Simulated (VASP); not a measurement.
SnO, 8 atoms in the cell. The typed cell holds 8 atoms: a = 3.808 Å, b = 3.808 Å, c = 11.376 Å, α = 90.00°, β = 90.00°, γ = 90.00°.  This cell differs from its parent crystal: the distance across one plane changed.

```yaml
Program: VASP 6.6.1
Task: single point
Functional: r2SCAN
Potentials_or_basis: VASP PAW PBE potentials, release 64 (Sn_d, O)
Cutoff: 520 eV
k_mesh: 9 × 9 × 4
Occupations: gaussian, width 0.03 eV
Spin: no spin polarisation
Dipole_correction: no
Further_INCAR_settings: ALGO = Normal; EDIFF = 1e-06; NBANDS = 50
```

Potentials or basis: VASP PAW PBE potentials, release 64 (Sn_d, O).

Command:

```console
$ cat potpaw_PBE.64/Sn_d/POTCAR potpaw_PBE.64/O/POTCAR > POTCAR
$ cp INCAR.step1 INCAR
$ mpirun -np 4 vasp_std > vasp.out
$ cp INCAR.step2 INCAR
$ mpirun -np 4 vasp_std > vasp.out
```

Hardware: 4 MPI ranks on Intel(R) Xeon(R) Platinum 8488C (Sapphire Rapids), with other jobs on the host.

Q: How long does it take, and how much memory?

A: Run time: 8.7 min on 4 MPI ranks on Intel(R) Xeon(R) Platinum 8488C (Sapphire Rapids), on a shared host, peak memory 0.68 GiB a rank. Counts: k points 95.
